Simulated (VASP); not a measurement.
# Li4Hf4Se7 (a cell with a defect) in VASP: single point with LDA

Aim: the single point of Li4Hf4Se7 (a cell with a defect) with LDA.

All numbers are computed with VASP 6.6.1; they aren't measurements. Logs are shortened: lines on timing, memory, paths and dates and some standing lists are left out, and cuts for length are marked.

**1. The cell of the first run**

The cell holds a defect, 15 atoms: a = 7.412 Å, b = 7.412 Å, c = 6.600 Å, α = 90.00°, β = 90.00°, γ = 120.00°.

**2. Single point, LDA**

The input, INCAR:

```
SYSTEM = Li4Hf4Se7
PREC = Accurate
ENCUT = 650
EDIFF = 1E-6
ISMEAR = -1
SIGMA = 0.15
LREAL = .False.
LASPH = .True.
NELM = 120
ALGO = Normal
ISIF = 2
LWAVE = .False.
LCHARG = .False.
NBANDS = 60
GGA_COMPAT = .False.
```

The input, KPOINTS:

```
Automatic mesh
0
Gamma
  2 2 2
  0 0 0
```

The input, POSCAR:

```
Li4Hf4Se7
1.0
    7.4119558916      0.0000000000      0.0000000000
   -3.7059779458      6.4189420939      0.0000000000
    0.0000000000      0.0000000000      6.5995640000
Li Hf Se
4 4 7
Direct
   -0.0157297267     -0.0078648633      0.4913073981
    0.0000000000      0.5000000000      0.5024798557
    0.5078648633     -0.0078648633      0.4913073981
    0.5078648633      0.5157297267      0.4913073981
    0.0136647987      0.0068323993      0.0021062627
    0.0000000000      0.5000000000      0.0028450712
    0.4931676007      0.0068323993      0.0021062627
    0.4931676007      0.4863352013      0.0021062627
    0.1665010927      0.3334989073      0.2526704094
    0.1665010927      0.8330021853      0.2526704094
    0.3336707859      0.6668353930      0.7579561714
    0.6669978147      0.3334989073      0.2526704094
    0.8331646070      0.1663292141      0.7579561714
    0.6666666667      0.8333333333      0.2308573484
    0.8331646070      0.6668353930      0.7579561714
```

Potentials or basis: VASP PAW LDA potentials, release 64 (Li_sv, Hf_pv, Se).

Started as:

```sh
> cat potpaw_LDA.64/Li_sv/POTCAR potpaw_LDA.64/Hf_pv/POTCAR potpaw_LDA.64/Se/POTCAR > POTCAR
> mpirun -np 1 vasp_std > vasp.out
```

OUTCAR:

```text
SYSTEM = Li4Hf4Se7
   PREC = Accurate
   ENCUT = 650
   EDIFF = 1E-6
   ISMEAR = -1
   LREAL = .False.
   LASPH = .True.
   NELM = 120
   ISIF = 2

 ion  position               nearest neighbor table
   1  0.984  0.992  0.491-  14 2.67   5 3.23
   2  0.000  0.500  0.502-
   3  0.508  0.992  0.491-  14 2.67   7 3.23
   4  0.508  0.516  0.491-  14 2.67   8 3.23
   5  0.014  0.007  0.002-  10 2.67   9 2.67  14 2.69  15 2.71  13 2.71   1 3.23   7 3.55   8 3.55
                             6 3.71   6 3.71   7 3.86   8 3.86
   6  0.000  0.500  0.003-  11 2.68  13 2.68  15 2.68  12 2.70  10 2.70   9 2.70   8 3.71   5 3.71
                             7 3.71   7 3.71   8 3.71   5 3.71
   7  0.493  0.007  0.002-  10 2.67  12 2.67  14 2.69  13 2.71  11 2.71   3 3.23   5 3.55   8 3.55
                             6 3.71   6 3.71   5 3.86   8 3.86
   8  0.493  0.486  0.002-   9 2.67  12 2.67  14 2.69  15 2.71  11 2.71   4 3.23   7 3.55   5 3.55
                             6 3.71   6 3.71   7 3.86   5 3.86
   9  0.167  0.333  0.253-   8 2.67   5 2.67   6 2.70
  10  0.167  0.833  0.253-   7 2.67   5 2.67   6 2.70
  11  0.334  0.667  0.758-   6 2.68   7 2.71   8 2.71
  12  0.667  0.333  0.253-   8 2.67   7 2.67   6 2.70
  13  0.833  0.166  0.758-   6 2.68   7 2.71   5 2.71
  14  0.667  0.833  0.231-   1 2.67   4 2.67   3 2.67   5 2.69   7 2.69   8 2.69
  15  0.833  0.667  0.758-   6 2.68   8 2.71   5 2.71

  LATTYP: Found a hexagonal cell.
 ALAT       =     7.4119558916
 C/A-ratio  =     0.8903943974

  Lattice vectors:

 A1 = (   7.4119558916,   0.0000000000,   0.0000000000)
 A2 = (  -3.7059779458,   6.4189420939,   0.0000000000)
 A3 = (   0.0000000000,   0.0000000000,   6.5995640000)

Analysis of symmetry for initial positions (statically):
=====================================================================
 Subroutine PRICEL returns:
 Original cell was already a primitive cell.

 Routine SETGRP: Setting up the symmetry group for a
 hexagonal supercell.

 Subroutine GETGRP returns: Found  6 space group operations
 (whereof  2 operations were pure point group operations)
 out of a pool of 24 trial point group operations.

The static configuration has the point symmetry C_1h.
 The point group associated with its full space group is C_3v.

Analysis of symmetry for dynamics (positions and initial velocities):
=====================================================================
 Subroutine PRICEL returns:
 Original cell was already a primitive cell.

 Routine SETGRP: Setting up the symmetry group for a
 hexagonal supercell.

 Subroutine GETGRP returns: Found  6 space group operations
 (whereof  2 operations were pure point group operations)
 out of a pool of 24 trial point group operations.

The dynamic configuration has the point symmetry C_1h.
 The point group associated with its full space group is C_3v.

 Subroutine INISYM returns: Found  6 space group operations
 (whereof  2 operations are pure point group operations),
 and found     1 'primitive' translations

----------------------------------------------------------------------------------------

                                     Primitive cell

  volume of cell :     313.9869

  direct lattice vectors                    reciprocal lattice vectors
     7.411955892  0.000000000  0.000000000     0.134917155  0.077894456  0.000000000
    -3.705977946  6.418942094  0.000000000     0.000000000  0.155788911  0.000000000
     0.000000000  0.000000000  6.599564000     0.000000000  0.000000000  0.151525161

  length of vectors
     7.411955892  7.411955892  6.599564000     0.155788911  0.155788911  0.151525161

  position of ions in fractional coordinates (direct lattice)
     0.984270273  0.992135137  0.491307398
     0.000000000  0.500000000  0.502479856
     0.507864863  0.992135137  0.491307398
     0.507864863  0.515729727  0.491307398
     0.013664799  0.006832399  0.002106263
     0.000000000  0.500000000  0.002845071
     0.493167601  0.006832399  0.002106263
     0.493167601  0.486335201  0.002106263
     0.166501093  0.333498907  0.252670409
     0.166501093  0.833002185  0.252670409
     0.333670786  0.666835393  0.757956171
[... 28 lines left out ...]
 Grid dimensions read from file:
 generate k-points for:    2    2    2

 Generating k-lattice:

  Cartesian coordinates                     Fractional coordinates (reciprocal lattice)
     0.067458577  0.038947228  0.000000000     0.500000000  0.000000000  0.000000000
     0.000000000  0.077894456  0.000000000     0.000000000  0.500000000  0.000000000
     0.000000000  0.000000000  0.075762581     0.000000000  0.000000000  0.500000000

  Length of vectors
     0.077894456  0.077894456  0.075762581

  Shift w.r.t. Gamma in fractional coordinates (k-lattice)
     0.000000000  0.000000000  0.000000000

 Subroutine IBZKPT returns following result:
 ===========================================

 Found      4 irreducible k-points:

 Following reciprocal coordinates:
            Coordinates               Weight
  0.000000  0.000000  0.000000      1.000000
  0.500000  0.000000  0.000000      3.000000
  0.000000  0.000000  0.500000      1.000000
  0.500000  0.000000  0.500000      3.000000
   k-points           NKPTS =      4   k-points in BZ     NKDIM =      4   number of bands    NBANDS=     60
   number of dos      NEDOS =    301   number of ions     NIONS =     15
   total plane-waves  NPLWV = 229376
   dimension x,y,z NGX =    64 NGY =   64 NGZ =   56
   dimension x,y,z NGXF=   128 NGYF=  128 NGZF=  112
   ions per type =               4   4   7
   NGX,Y,Z   is equivalent  to a cutoff of  14.35, 14.35, 14.11 a.u.
   NGXF,Y,Z  is equivalent  to a cutoff of  28.71, 28.71, 28.21 a.u.
 SYSTEM =  Li4Hf4Se7
   PREC   = accura    normal or accurate (medium, high low for compatibility)
   ISTART =      0    job   : 0-new  1-cont  2-samecut
   ICHARG =      2    charge: 1-file 2-atom 10-const
   ISPIN  =      1    spin polarized calculation?
   LNONCOLLINEAR =      F non collinear calculations
   LSORBIT =      F    spin-orbit coupling
   LASPH  =      T    aspherical Exc in radial PAW
   ENCUT  =  650.0 eV  47.77 Ry    6.91 a.u.  15.41 15.41 13.72*2*pi/ulx,y,z
   NELM   =    120;   NELMIN=  2; NELMDL= -5     # of ELM steps
   EDIFF  = 0.1E-05   stopping-criterion for ELM
   LREAL  =      F    real-space projection
   EDIFFG = 0.1E-04   stopping-criterion for IOM
   NSW    =      0    number of steps for IOM
   IBRION =     -1    ionic relax: 0-MD 1-quasi-New 2-CG
   NFREE  =      0    steps in history (QN), initial steepest desc. (CG)
   ISIF   =      2    stress and relaxation
   ISYM   =      2    0-nonsym 1-usesym 2-fastsym
   POTIM  = 0.5000    time-step for ionic-motion
   TEBEG  =    0.0;   TEEND  =   0.0 temperature during run
   PSTRESS=    0.0 pullay stress
   NELECT =      94.0000    total number of electrons
   NUPDOWN=      -1.0000    fix difference up-down
   EMIN   =  10.00;   EMAX   =-10.00  energy-range for DOS
   EFERMI =   0.00;   METHOD = LEGACY
   ISMEAR =    -1;   SIGMA  =   0.15  broadening in eV -4-tet -1-fermi 0-gaus
   EFERMI_NEDOS =   21; number of points for ismear=-14 and -15
   IALGO  =     38    algorithm
   IMIX   =      4    mixing-type and parameters
     AMIX     =   0.40;   BMIX     =  1.00
     AMIX_MAG =   1.60;   BMIX_MAG =  1.00
  volume/ion in A,a.u.               =      20.93       141.26
  Fermi-wavevector in a.u.,A,eV,Ry     =   1.095167  2.069565 16.318696  1.199390
  Thomas-Fermi vector in A             =   2.231485
   LORBIT       =      0    0 simple, 1 ext, 2 COOP (PROOUT), +10 PAW based schemes
   GGA     = CA    functional components
   LHFCALC =     F    Hartree Fock is set to
   AEXX    =    0.0000 exact exchange contribution
   IVDW    =     0    specifies the selected vdW correction
   LEPSILON=     F    determine dielectric tensor
   LRPA    =     F    only Hartree local field effects (RPA)
 non-spin polarized calculation
  energy-cutoff  :      650.00
  volume of cell :      313.99
 maximum number of plane-waves:     11872
 NGX is ok and might be reduce to    64
   NGX = 31   NGY = 31   NGZ = 27

 number of electron      94.0000015 magnetization

 Free energy of the ion-electron system (eV)
  ---------------------------------------------------
  ext. energy  EPLUGINS =         0.00000000
  ---------------------------------------------------
  free energy    TOTEN  =       -97.97250708 eV

  energy without entropy =      -97.63556268  energy(sigma->0) =      -97.80403488

 E-fermi :   4.4555     XC(G=0):  -9.8455

 val. band max:        4.3212160607   @ k =   0.5000   0.0000   0.0000
 cond. band min:       4.7857945974   @ k =   0.0000   0.0000   0.0000
 fundamental gap:      0.4645785367
 Fermi energy:         4.4555138592

 k-point     1 :       0.0000    0.0000    0.0000
  band No.  band energies     occupation
      1     -41.6457      2.00000
      2     -41.6444      2.00000
      3     -41.6444      2.00000
      4     -41.4218      2.00000
      5     -27.1547      2.00000
      6     -27.1547      2.00000
[... 237 lines left out ...]
     58       7.2244      0.00000
     59       7.2642      0.00000
 [bands above 59 left out]

------------------------ aborting loop because EDIFF is reached ----------------------------------------

  FORCE on cell =-STRESS in cart. coord.  units (eV):
  Direction    XX          YY          ZZ          XY          YZ          ZX
  --------------------------------------------------------------------------------------
  -------------------------------------------------------------------------------------
  Total      -11.6712556    -11.6712556     -6.2488036      0.0000000     -0.0000000      0.0000000
  in kB      -59.5547812    -59.5547812    -31.8856978      0.0000000     -0.0000000      0.0000000
  external PRESSURE =     -50.3317534 kB  Pullay stress =       0.0000000 kB

 VOLUME and BASIS-vectors are now :
 -----------------------------------------------------------------------------
  energy-cutoff  :      650.00
  volume of cell :      313.99
      direct lattice vectors                 reciprocal lattice vectors
     7.411955892  0.000000000  0.000000000     0.134917155  0.077894456  0.000000000
    -3.705977946  6.418942094  0.000000000     0.000000000  0.155788911  0.000000000
     0.000000000  0.000000000  6.599564000     0.000000000  0.000000000  0.151525161

 POSITION                                       TOTAL-FORCE (eV/Angst)
 -----------------------------------------------------------------------------------
      3.61854      6.36846      3.24241        -0.002174     -0.001255      0.004891
     -1.85299      3.20947      3.31615         0.000000      0.000000      0.001021
      0.08744      6.36846      3.24241         0.002174     -0.001255      0.004891
      1.85299      3.31044      3.24241         0.000000      0.002510      0.004891
      0.07596      0.04386      0.01390        -0.017732     -0.010238      0.009438
     -1.85299      3.20947      0.01878         0.000000     -0.000000     -0.010503
      3.63002      0.04386      0.01390         0.017732     -0.010238      0.009438
      1.85299      3.12176      0.01390         0.000000      0.020476      0.009438
     -0.00184      2.14071      1.66751         0.009311     -0.005376     -0.007324
     -1.85299      5.34699      1.66751         0.000000      0.010751     -0.007324
      0.00188      4.28038      5.00218        -0.003067     -0.001771      0.009101
      3.70782      2.14071      1.66751        -0.009311     -0.005376     -0.007324
      5.55897      1.06766      5.00218         0.000000      0.003541      0.009101
      1.85299      5.34912      1.52356         0.000000      0.000000     -0.038834
      3.70410      4.28038      5.00218         0.003067     -0.001771      0.009101
 -----------------------------------------------------------------------------------
    total drift:                               -0.000002      0.000001      0.000104

  FREE ENERGIE OF THE ION-ELECTRON SYSTEM (eV)
  ---------------------------------------------------
  free  energy   TOTEN  =       -97.9725070825 eV

  energy  without entropy=      -97.6355626782  energy(sigma->0) =      -97.80403488
```

Wall time 2.9 min (1 thread of AMD EPYC 7R43 (Zen 3), shared host); peak memory 0.4 GiB.

Results:

- Free energy: -97.9725 eV
- Pressure: -5.0 GPa
- Largest force: 0.039 eV/Å
- Band gap on the k mesh: zero (bands 47 and 48 overlap by 0.64 eV)

Forces on the atoms (eV/Å):
```
Li  -0.002 -0.001  0.005
Li   0.000  0.000  0.001
Li   0.002 -0.001  0.005
Li   0.000  0.003  0.005
Hf  -0.018 -0.010  0.009
Hf   0.000  0.000 -0.011
Hf   0.018 -0.010  0.009
Hf   0.000  0.020  0.009
Se   0.009 -0.005 -0.007
Se   0.000  0.011 -0.007
Se  -0.003 -0.002  0.009
Se  -0.009 -0.005 -0.007
Se   0.000  0.004  0.009
Se   0.000  0.000 -0.039
Se   0.003 -0.002  0.009
```

Stress tensor (GPa, compression positive):
```
-5.96  0.00  0.00
 0.00 -5.96  0.00
 0.00  0.00 -3.19
```

Levels at points of the mesh, in eV from the Fermi level:
```
           k point  band 43  band 44  band 45  band 46  band 47  band 48  band 49  band 50  band 51  band 52
(0.00, 0.00, 0.00)    -1.76    -1.76    -1.09    -0.53    -0.53    -0.44     0.33     0.79     0.79     1.98
(0.50, 0.00, 0.00)    -2.58    -2.28    -0.72    -0.29    -0.13     0.39     0.81     0.82     1.09     1.26
(0.00, 0.00, 0.50)    -1.71    -1.71    -0.94    -0.88    -0.88    -0.77     0.70     0.74     0.74     2.12
(0.50, 0.00, 0.50)    -2.78    -2.19    -0.68    -0.35    -0.14     0.51     0.57     0.74     0.85     1.15
```

Caveat: the k points lie up to 0.49 Å⁻¹ apart, too coarse for converged energies and pressures of a metal; spin-orbit coupling is left out, which moves the levels of the heavy elements.

The gap in the log of VASP goes by the Fermi energy; the results here count the filled bands.